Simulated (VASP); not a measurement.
Here is a VASP 6.6.1 calculation.

The input INCAR:

```
SYSTEM = Cu
PREC = Accurate
ENCUT = 820
EDIFF = 1E-6
ISMEAR = 0
SIGMA = 0.1
LREAL = .False.
LASPH = .True.
NELM = 120
ALGO = Normal
ISIF = 2
LWAVE = .False.
LCHARG = .False.
GGA = PE
NBANDS = 16
GGA_COMPAT = .False.
```

File KPOINTS:

```
regular mesh
0
Gamma
  20 20 20
  0 0 0
```

File POSCAR:

```
Cu
1.0
   -1.4606248781      1.4606248781      1.3656208157
    1.4606248781     -1.4606248781      1.3656208157
    1.4606248781      1.4606248781     -1.3656208157
Cu
1
Direct
    0.0000000000      0.0000000000      0.0000000000
```

Potentials or basis: VASP PAW PBE potentials, release 64 (Cu_sv_GW).

Command:

```bash
$ cat potpaw_PBE.64/Cu_sv_GW/POTCAR > POTCAR
$ mpirun -np 1 vasp_std > vasp.out
```

Question: What does it give for the pressure?

Answer: 3.6 GPa.

Question: Estimate the band gap on the k mesh.

Answer: Zero (an odd number of electrons rules out a gap without spin polarisation).

Stress tensor (GPa, compression positive):
```
3.57 0.00 0.00
0.00 3.57 0.00
0.00 0.00 3.71
```

Caveat: the cell stands under pressure.
